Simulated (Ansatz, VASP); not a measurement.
C in VASP and in Ansatz

```
C
1.0
     0.00000    1.77892    1.77892
     1.77892    0.00000    1.77892
     1.77892    1.77892    0.00000
C
2
Direct
  0.00000 0.00000 0.00000
  0.25000 0.25000 0.25000
```

Alike in both runs: functional r2SCAN; dispersion rVV10; k mesh 12 × 12 × 12; occupations gaussian, width 0.02 eV; no spin polarisation.

Ansatz relaxed the structure, and its values are those at the end. VASP's run is a single point on that final structure, the one shown.

```csv
,VASP,Ansatz
version,VASP 6.6.1,Ansatz 0.2.0
potentials or method,"VASP PAW PBE potentials, release 64 (C), cutoff 660 eV","scalar-relativistic, plane waves, PAW"
valence electrons in the cell,8,8
```

```tsv
	VASP	Ansatz	Ansatz less VASP
gap on the k mesh at the Fermi level (eV)	4.33	4.36	+0.028
least direct gap on the mesh (eV)	5.85	5.89	+0.043
pressure (GPa)	0.2	0.0	-0.17
```

VASP's potentials were made for PBE, not for r2SCAN.
